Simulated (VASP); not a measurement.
# CdS (P6_3mc) in VASP: single point with PBE

Aim: the single point of CdS with PBE.

Program: VASP 6.6.1. These are calculated values, not measurements. Logs are shortened: lines on timing, memory, paths and dates and some standing lists are left out, and cuts for length are marked.

## (1) The cell of the first run

Symmetry: P6_3mc, No. 186, hexagonal system. The conventional cell has a = 4.164 Å, b = 4.164 Å, c = 6.768 Å, α = 90.00°, β = 90.00°, γ = 120.00°. Cd (site symmetry 3m) has 4 S at 2.54 to 2.55 Å within 3.4 Å. Within 3.4 Å of S (site symmetry 3m) lie 4 Cd at 2.54 to 2.55 Å.

## (2) Single point, PBE

Input file INCAR:

```
SYSTEM = CdS
ALGO = Normal
EDIFF = 1E-6
ENCUT = 500
GGA = PE
GGA_COMPAT = .False.
ISIF = 2
ISMEAR = -1
LASPH = .True.
LCHARG = .False.
LREAL = .False.
LWAVE = .False.
NBANDS = 26
NELM = 120
PREC = Accurate
SIGMA = 0.01
```

Input file KPOINTS:

```
k-points
0
Gamma
  4 4 3
  0 0 0
```

Input file POSCAR:

```
CdS
1.0
    4.1638921242     -0.0000000294      0.0000000000
   -2.0819460366      3.6060363729      0.0000000000
    0.0000000000      0.0000000000      6.7675066367
Cd S
2 2
Direct
    0.6666666667      0.3333333333      0.5001052300
    0.3333333333      0.6666666667      0.0001052300
    0.6666666667      0.3333333333      0.8768947700
    0.3333333333      0.6666666667      0.3768947700
```

Potentials or basis: VASP PAW PBE potentials, release 64 (Cd, S).

Launch:

```sh
$ cat potpaw_PBE.64/Cd/POTCAR potpaw_PBE.64/S/POTCAR > POTCAR
$ mpirun -np 1 vasp_std > vasp.out
```

OUTCAR:

```text
SYSTEM = CdS
   EDIFF = 1E-6
   ENCUT = 500
   GGA = PE
   ISIF = 2
   ISMEAR = -1
   LASPH = .True.
   LREAL = .False.
   NELM = 120
   PREC = Accurate

 ion  position               nearest neighbor table
   1  0.667  0.333  0.500-   4 2.54   4 2.54   4 2.54   3 2.55
   2  0.333  0.667  0.000-   3 2.54   3 2.54   3 2.54   4 2.55
   3  0.667  0.333  0.877-   2 2.54   2 2.54   2 2.54   1 2.55
   4  0.333  0.667  0.377-   1 2.54   1 2.54   1 2.54   2 2.55

  LATTYP: Found a hexagonal cell.
 ALAT       =     4.1638921242
 C/A-ratio  =     1.6252838534

  Lattice vectors:

 A1 = (   4.1638921242,  -0.0000000294,   0.0000000000)
 A2 = (  -2.0819460366,   3.6060363729,   0.0000000000)
 A3 = (   0.0000000000,   0.0000000000,   6.7675066367)

Analysis of symmetry for initial positions (statically):
=====================================================================
 Subroutine PRICEL returns:
 Original cell was already a primitive cell.

 Routine SETGRP: Setting up the symmetry group for a
 hexagonal supercell.

 Subroutine GETGRP returns: Found 12 space group operations
 (whereof  6 operations were pure point group operations)
 out of a pool of 24 trial point group operations.

The static configuration has the point symmetry C_3v.
 The point group associated with its full space group is C_6v.

Analysis of symmetry for dynamics (positions and initial velocities):
=====================================================================
 Subroutine PRICEL returns:
 Original cell was already a primitive cell.

 Routine SETGRP: Setting up the symmetry group for a
 hexagonal supercell.

 Subroutine GETGRP returns: Found 12 space group operations
 (whereof  6 operations were pure point group operations)
 out of a pool of 24 trial point group operations.

The dynamic configuration has the point symmetry C_3v.
 The point group associated with its full space group is C_6v.

 Subroutine INISYM returns: Found 12 space group operations
 (whereof  6 operations are pure point group operations),
 and found     1 'primitive' translations

----------------------------------------------------------------------------------------

                                     Primitive cell

  volume of cell :     101.6151

  direct lattice vectors                    reciprocal lattice vectors
     4.163892124 -0.000000029  0.000000000     0.240159921  0.138656393  0.000000000
    -2.081946037  3.606036373  0.000000000     0.000000002  0.277312789  0.000000000
     0.000000000  0.000000000  6.767506637     0.000000000  0.000000000  0.147764909

  length of vectors
     4.163892124  4.163892124  6.767506637     0.277312789  0.277312789  0.147764909

  position of ions in fractional coordinates (direct lattice)
     0.666666667  0.333333333  0.500105230
     0.333333333  0.666666667  0.000105230
     0.666666667  0.333333333  0.876894770
     0.333333333  0.666666667  0.376894770

  ion indices of the primitive-cell ions
   primitive index   ion index
                 1           1
                 2           2
                 3           3
                 4           4

----------------------------------------------------------------------------------------

 KPOINTS: k-points

Automatic generation of k-mesh.
 Grid dimensions read from file:
 generate k-points for:    4    4    3

 Generating k-lattice:

  Cartesian coordinates                     Fractional coordinates (reciprocal lattice)
     0.060039980  0.034664098  0.000000000     0.250000000  0.000000000  0.000000000
     0.000000000  0.069328197  0.000000000     0.000000000  0.250000000  0.000000000
     0.000000000  0.000000000  0.049254970     0.000000000  0.000000000  0.333333333

  Length of vectors
     0.069328197  0.069328197  0.049254970

  Shift w.r.t. Gamma in fractional coordinates (k-lattice)
     0.000000000  0.000000000  0.000000000

 Subroutine IBZKPT returns following result:
 ===========================================

 Found      8 irreducible k-points:

 Following reciprocal coordinates:
            Coordinates               Weight
  0.000000  0.000000  0.000000      1.000000
  0.250000  0.000000  0.000000      6.000000
  0.500000  0.000000  0.000000      3.000000
  0.250000  0.250000  0.000000      6.000000
  0.000000  0.000000  0.333333      2.000000
  0.250000  0.000000  0.333333     12.000000
  0.500000  0.000000  0.333333      6.000000
  0.250000  0.250000  0.333333     12.000000
   k-points           NKPTS =      8   k-points in BZ     NKDIM =      8   number of bands    NBANDS=     26
   number of dos      NEDOS =    301   number of ions     NIONS =      4
   total plane-waves  NPLWV =  45000
   dimension x,y,z NGX =    30 NGY =   30 NGZ =   50
   dimension x,y,z NGXF=    60 NGYF=   60 NGZF=  100
   ions per type =               2   2
   NGX,Y,Z   is equivalent  to a cutoff of  11.98, 11.98, 12.28 a.u.
   NGXF,Y,Z  is equivalent  to a cutoff of  23.96, 23.96, 24.57 a.u.
 SYSTEM =  CdS
   PREC   = accura    normal or accurate (medium, high low for compatibility)
   ISTART =      0    job   : 0-new  1-cont  2-samecut
   ICHARG =      2    charge: 1-file 2-atom 10-const
   ISPIN  =      1    spin polarized calculation?
   LNONCOLLINEAR =      F non collinear calculations
   LSORBIT =      F    spin-orbit coupling
   LASPH  =      T    aspherical Exc in radial PAW
   ENCUT  =  500.0 eV  36.75 Ry    6.06 a.u.   7.59  7.59 12.34*2*pi/ulx,y,z
   NELM   =    120;   NELMIN=  2; NELMDL= -5     # of ELM steps
   EDIFF  = 0.1E-05   stopping-criterion for ELM
   LREAL  =      F    real-space projection
   EDIFFG = 0.1E-04   stopping-criterion for IOM
   NSW    =      0    number of steps for IOM
   IBRION =     -1    ionic relax: 0-MD 1-quasi-New 2-CG
   NFREE  =      0    steps in history (QN), initial steepest desc. (CG)
   ISIF   =      2    stress and relaxation
   ISYM   =      2    0-nonsym 1-usesym 2-fastsym
   POTIM  = 0.5000    time-step for ionic-motion
   TEBEG  =    0.0;   TEEND  =   0.0 temperature during run
   PSTRESS=    0.0 pullay stress
   NELECT =      36.0000    total number of electrons
   NUPDOWN=      -1.0000    fix difference up-down
   EMIN   =  10.00;   EMAX   =-10.00  energy-range for DOS
   EFERMI =   0.00;   METHOD = LEGACY
   ISMEAR =    -1;   SIGMA  =   0.01  broadening in eV -4-tet -1-fermi 0-gaus
   EFERMI_NEDOS =   21; number of points for ismear=-14 and -15
   IALGO  =     38    algorithm
   IMIX   =      4    mixing-type and parameters
     AMIX     =   0.40;   BMIX     =  1.00
     AMIX_MAG =   1.60;   BMIX_MAG =  1.00
  volume/ion in A,a.u.               =      25.40       171.43
  Fermi-wavevector in a.u.,A,eV,Ry     =   1.158394  2.189047 18.257336  1.341876
  Thomas-Fermi vector in A             =   2.294996
   LORBIT       =      0    0 simple, 1 ext, 2 COOP (PROOUT), +10 PAW based schemes
   GGA     = PE    functional components
   LHFCALC =     F    Hartree Fock is set to
   AEXX    =    0.0000 exact exchange contribution
   IVDW    =     0    specifies the selected vdW correction
   LEPSILON=     F    determine dielectric tensor
   LRPA    =     F    only Hartree local field effects (RPA)
 non-spin polarized calculation
  energy-cutoff  :      500.00
  volume of cell :      101.62
 maximum number of plane-waves:      2603
   NGX = 15   NGY = 15   NGZ = 25

 number of electron      35.9999966 magnetization

 Free energy of the ion-electron system (eV)
  ---------------------------------------------------
  ext. energy  EPLUGINS =         0.00000000
  ---------------------------------------------------
  free energy    TOTEN  =       -12.25020468 eV

  energy without entropy =      -12.25020468  energy(sigma->0) =      -12.25020468

 E-fermi :   1.3520     XC(G=0):  -9.0281

 val. band max:        1.1235373656   @ k =   0.0000   0.0000   0.0000
 cond. band min:       2.2912059628   @ k =   0.0000   0.0000   0.0000
 fundamental gap:      1.1676685972
 Fermi energy:         1.3520123874

 k-point     1 :       0.0000    0.0000    0.0000
  band No.  band energies     occupation
      1     -11.1049      2.00000
      2     -10.6938      2.00000
      3      -6.5124      2.00000
      4      -6.5058      2.00000
      5      -6.5058      2.00000
      6      -6.4263      2.00000
[... 18 lines left out ...]
     25       8.6855      0.00000
     26       8.7717      0.00000

 k-point     2 :       0.2500    0.0000    0.0000
  band No.  band energies     occupation
      1     -10.9201      2.00000
      2     -10.6198      2.00000
      3      -6.4543      2.00000
      4      -6.4398      2.00000
      5      -6.3587      2.00000
      6      -6.3237      2.00000
[... 18 lines left out ...]
     25       9.0922      0.00000
     26       9.6011      0.00000

 k-point     3 :       0.5000    0.0000    0.0000
  band No.  band energies     occupation
      1     -10.7042      2.00000
      2     -10.5755      2.00000
      3      -6.4167      2.00000
      4      -6.3993      2.00000
      5      -6.2247      2.00000
      6      -6.2220      2.00000
[... 18 lines left out ...]
     25       9.4900      0.00000
     26      11.1835      0.00000

 k-point     4 :       0.2500    0.2500    0.0000
  band No.  band energies     occupation
      1     -10.7061      2.00000
      2     -10.5762      2.00000
      3      -6.4352      2.00000
      4      -6.3534      2.00000
      5      -6.2627      2.00000
      6      -6.2369      2.00000
[... 18 lines left out ...]
     25       8.9091      0.00000
     26      10.5072      0.00000

 k-point     5 :       0.0000    0.0000    0.3333
  band No.  band energies     occupation
      1     -10.9997      2.00000
      2     -10.7931      2.00000
      3      -6.4907      2.00000
      4      -6.4907      2.00000
      5      -6.4510      2.00000
      6      -6.4510      2.00000
[... 18 lines left out ...]
     25       8.2437      0.00000
     26       8.2437      0.00000

 k-point     6 :       0.2500    0.0000    0.3333
  band No.  band energies     occupation
      1     -10.8398      2.00000
      2     -10.6889      2.00000
      3      -6.4307      2.00000
      4      -6.4122      2.00000
      5      -6.3785      2.00000
      6      -6.3540      2.00000
[... 18 lines left out ...]
     25       8.6571      0.00000
     26       9.3184      0.00000

 k-point     7 :       0.5000    0.0000    0.3333
  band No.  band energies     occupation
      1     -10.6648      2.00000
      2     -10.6001      2.00000
      3      -6.4125      2.00000
      4      -6.3533      2.00000
      5      -6.3308      2.00000
      6      -6.2642      2.00000
[... 18 lines left out ...]
     25       9.2758      0.00000
     26      10.3846      0.00000

 k-point     8 :       0.2500    0.2500    0.3333
  band No.  band energies     occupation
      1     -10.6663      2.00000
      2     -10.6010      2.00000
      3      -6.3821      2.00000
      4      -6.3627      2.00000
      5      -6.3093      2.00000
      6      -6.2755      2.00000
[... 18 lines left out ...]
     25       9.2903      0.00000
     26       9.9046      0.00000

------------------------ aborting loop because EDIFF is reached ----------------------------------------

  FORCE on cell =-STRESS in cart. coord.  units (eV):
  Direction    XX          YY          ZZ          XY          YZ          ZX
  --------------------------------------------------------------------------------------
  -------------------------------------------------------------------------------------
  Total        1.1555522      1.1555522      1.0704613      0.0000000      0.0000000     -0.0000000
  in kB       18.2197284     18.2197284     16.8780902      0.0000000      0.0000000     -0.0000000
  external PRESSURE =      17.7725157 kB  Pullay stress =       0.0000000 kB

 VOLUME and BASIS-vectors are now :
 -----------------------------------------------------------------------------
  energy-cutoff  :      500.00
  volume of cell :      101.62
      direct lattice vectors                 reciprocal lattice vectors
     4.163892124 -0.000000029  0.000000000     0.240159921  0.138656393  0.000000000
    -2.081946037  3.606036373  0.000000000     0.000000002  0.277312789  0.000000000
     0.000000000  0.000000000  6.767506637     0.000000000  0.000000000  0.147764909

 POSITION                                       TOTAL-FORCE (eV/Angst)
 -----------------------------------------------------------------------------------
      2.08195      1.20201      3.38447        -0.000000      0.000000      0.011915
      0.00000      2.40402      0.00071         0.000000     -0.000000      0.011915
      2.08195      1.20201      5.93439         0.000000      0.000000     -0.011915
      0.00000      2.40402      2.55064        -0.000000     -0.000000     -0.011915
 -----------------------------------------------------------------------------------
    total drift:                               -0.000000     -0.000000     -0.000466

  FREE ENERGIE OF THE ION-ELECTRON SYSTEM (eV)
  ---------------------------------------------------
  free  energy   TOTEN  =       -12.2502046834 eV

  energy  without entropy=      -12.2502046834  energy(sigma->0) =      -12.25020468
```

Wall time 11 s (1 thread of Intel Xeon 6975P-C (Granite Rapids), shared host); peak memory 0.19 GiB.

Results:

| Item | Value |
| --- | --- |
| Free energy | -12.2502 eV |
| Pressure | 1.8 GPa |
| Largest force | 0.012 eV/Å |
| Band gap on the k mesh | 1.17 eV |

Forces on the atoms (eV/Å):
```
Cd   0.000  0.000  0.012
Cd   0.000  0.000  0.012
S    0.000  0.000 -0.012
S    0.000  0.000 -0.012
```

Levels at points of the mesh, in eV from the valence-band top:
| k point | band 15 | band 16 | band 17 | band 18 | band 19 | band 20 | band 21 | band 22 |
| --- | --- | --- | --- | --- | --- | --- | --- | --- |
| (0.00, 0.00, 0.00) | -0.73 | -0.04 | 0.00 | 0.00 | 1.17 | 2.76 | 6.47 | 6.47 |
| (0.50, 0.00, 0.00) | -2.56 | -1.81 | -1.24 | -0.73 | 3.68 | 3.87 | 5.11 | 6.34 |

Caveat: the k points lie up to 0.44 Å⁻¹ apart.
